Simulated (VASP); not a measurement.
Here is a VASP 6.6.1 calculation.

Contents of INCAR:

```
ALGO = Normal
EDIFF = 1E-6
ENCUT = 500
GGA = PS
GGA_COMPAT = F
ISIF = 2
ISMEAR = 0
LASPH = T
LCHARG = F
LREAL = F
LWAVE = F
NBANDS = 19
NELM = 120
PREC = Accurate
SIGMA = 0.05
```

File KPOINTS:

```
k-points
0
Gamma
  6 6 6
```

Contents of POSCAR:

```
K2S
1.0
    0.0000000000      3.6905658462      3.6905658462
    3.6905658462      0.0000000000      3.6905658462
    3.6905658462      3.6905658462      0.0000000000
K S
2 1
Direct
    0.2500000000      0.2500000000      0.2500000000
    0.7500000000      0.7500000000      0.7500000000
    0.0000000000      0.0000000000      0.0000000000
```

Potentials or basis: VASP PAW PBE potentials, release 64 (K_sv, S).

The run is started by

```bash
$ cat potpaw_PBE.64/K_sv/POTCAR potpaw_PBE.64/S/POTCAR > POTCAR
$ mpirun -np 1 vasp_std > vasp.out
```

(1) What does it give for the band gap on the k mesh?

(2) Predict the pressure.

Results:

(1) 2.30 eV (least direct gap 2.51 eV).

(2) -0.3 GPa.

Caveat: the PAW data sets were made with another functional, which shifts forces and pressure a little.
